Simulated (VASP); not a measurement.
Here is a VASP 6.6.1 calculation.

Contents of INCAR:

```
SYSTEM = C4F
ALGO     = Normal         ! electronic algorithm
EDIFF    = 1E-7           ! SCF threshold, eV
EDIFFG   = -0.01          ! ionic threshold
ENCUT    = 600            ! plane-wave cutoff, eV
GGA      = PE             ! functional
GGA_COMPAT= .False.      
IBRION   = 2              ! ionic algorithm
ISIF     = 3              ! what is computed and relaxed
ISMEAR   = 0              ! smearing method
IVDW     = 12             ! dispersion correction
LASPH    = .True.         ! aspherical terms in the spheres
LCHARG   = .False.        ! write CHGCAR
LREAL    = .False.        ! projectors in reciprocal space
LWAVE    = .False.        ! write WAVECAR
NELM     = 120            ! most SCF steps
NELMIN   = 4            
NSW      = 100            ! ionic steps
PREC     = Accurate       ! precision mode
SIGMA    = 0.1            ! smearing width, eV
```

Contents of KPOINTS:

```
k-points
0
Gamma
  12 12 12
  0 0 0
```

Contents of POSCAR:

```
C4F
1.0
    2.0896147581      1.2064396431      2.5512305769
   -2.0896147581      1.2064396431      2.5512305769
    0.0000000000     -2.4128792862      2.5512305769
C F
4 1
Direct
    0.5000000000      0.5000000000      0.0000000000
    0.0000000000      0.5000000000      0.5000000000
    0.5000000000      0.0000000000      0.5000000000
    0.5000000000      0.5000000000      0.5000000000
    0.0000000000      0.0000000000      0.0000000000
```

Potentials or basis: VASP PAW PBE potentials, release 64 (C, F).

Run with:

```sh
$ cat potpaw_PBE.64/C/POTCAR potpaw_PBE.64/F/POTCAR > POTCAR
$ mpirun -np 1 vasp_std > vasp.out
```

(1) What does it give for the dispersion energy per atom?

(2) Predict the relaxed volume.

(3) Predict the space group after relaxing (to 0.1 Å).

(4) What does it give for the relaxed cell?

Results:

(1) -0.133 eV.

(2) 7.67 Å³/atom.

(3) R-3m (No. 166).

(4) a = 3.504 Å, b = 3.504 Å, c = 3.504 Å, α = 73.07°, β = 73.07°, γ = 73.07°.

Caveat: an odd number of electrons without spin polarisation forces a metal; a magnetic or distorted state may lie lower.
